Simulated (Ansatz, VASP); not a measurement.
**One calculation of SiNi3, two programs**

```
Ni Si
1.0
     3.54200    0.00000    0.00000
     0.00000    3.54200    0.00000
     0.00000    0.00000    3.54200
Ni Si
3 1
Direct
  0.50000 0.50000 0.00000
  0.50000 0.00000 0.50000
  0.00000 0.50000 0.50000
  0.00000 0.00000 0.00000
```

Alike in both runs: task single point; functional PBE; k mesh 8 × 8 × 8; occupations fermi-dirac, width 0.05 eV; collinear spin.

|  | VASP | Ansatz |
| --- | --- | --- |
| version | VASP 6.6.1 | Ansatz 0.2.0 |
| potentials or method | VASP PAW PBE potentials, release 64 (Ni, Si) | Ansatz PAW |
| plane-wave cutoff (eV) | 520 | 420 |
| valence electrons in the cell | 34 | 58 |

Ansatz gave:

| Quantity | Value |
| --- | --- |
| gap on the k mesh at the Fermi level (eV) | none |
| pressure (GPa) | -6.0 |
| net moment per atom (μB) | 0.00 |

**Question.** Estimate VASP's values.

**Answer.** gap on the k mesh at the Fermi level (eV): none; pressure (GPa): -5.9; net moment per atom (μB): 0.00.

A gap of «none» marks a metal or a gap that the smearing closes. VASP's potentials hold 34 valence electrons a cell and Ansatz's 58, so a difference there can come from the potentials and not from the codes.
